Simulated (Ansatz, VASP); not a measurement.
BaTe: VASP beside Ansatz

```
Ba Te
1.0
     0.00000    3.60167    3.60167
     3.60167    0.00000    3.60167
     3.60167    3.60167    0.00000
Ba Te
1 1
Direct
  0.00000 0.00000 0.00000
  0.50000 0.50000 0.50000
```

Alike in both runs: task single point; functional r2SCAN; k mesh 6 × 6 × 6; no spin polarisation.

|  | VASP | Ansatz |
| --- | --- | --- |
| version | VASP 6.6.1 | Ansatz 0.2.0 |
| potentials or method | VASP PAW PBE potentials, release 64 (Ba_sv, Te) | plane waves, PAW |
| plane-wave cutoff (eV) | 520 | 500 |
| occupations | gaussian, width 0.01 eV | fixed |
| valence electrons in the cell | 16 | 26 |

VASP gave:

- gap on the k mesh at the Fermi level (eV): 2.04
- pressure (GPa): -1.3

Task: Which values does Ansatz return?

Result: gap on the k mesh at the Fermi level (eV): 2.10; pressure (GPa): -1.6.

VASP's potentials were made for PBE, not for r2SCAN. VASP's potentials hold 16 valence electrons a cell and Ansatz's 26, so a difference there can come from the potentials and not from the codes.

Spin-orbit coupling is off throughout.
